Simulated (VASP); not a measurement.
**MoS2: single point with PBEsol**

Crystal: MoS2.

```xyz
3
Lattice="3.1418 0.0000 0.0000 -1.5709 2.7209 0.0000 0.0000 0.0000 6.2578" Properties=species:S:1:pos:R:3 pbc="T T T"
Mo    0.0000    0.0000    0.0000
S     0.0000    1.8139    1.5844
S     1.5709    0.9070    4.6734
```

* Program: VASP 6.6.1
* Task: single point
* Functional: PBEsol
* Potentials or basis: VASP PAW PBE potentials, release 64 (Mo_sv, S)
* Cutoff: 520 eV
* k mesh: 6 × 6 × 4
* Occupations: fermi-dirac, width 0.03 eV
* Spin: no spin polarisation

```
Pressure               : 0.0 GPa
Band gap on the k mesh : zero (band 13 reaches 8.42 eV, above the bottom of band 14 at 7.52 eV)
```

Levels at points of the mesh, in eV from the Fermi level:
```csv
k point,band 9,band 10,band 11,band 12,band 13,band 14,band 15,band 16,band 17,band 18
"(0.00, 0.00, 0.00)",-3.80,-1.87,-1.49,-0.83,-0.83,0.03,0.03,3.30,3.30,6.32
"(0.50, 0.00, 0.00)",-4.94,-3.97,-3.27,-1.92,-1.57,1.31,1.89,3.77,3.90,5.55
"(0.00, 0.00, 0.50)",-3.78,-3.78,-0.84,-0.84,-0.24,-0.06,-0.06,3.49,3.49,6.25
"(0.50, 0.00, 0.50)",-4.98,-4.03,-2.41,-2.34,-1.36,1.31,2.02,3.35,4.35,5.02
```

It took 16 s on 1 thread of Intel(R) Xeon(R) Platinum 8488C (Sapphire Rapids) (shared host), peak memory 0.17 GiB.

Caveat: the k points lie up to 0.38 Å⁻¹ apart; the PAW data sets were made with another functional, which shifts forces and pressure a little; this functional lacks dispersion, which binds the layers, so the pressure and a relaxed spacing across them are unreliable.
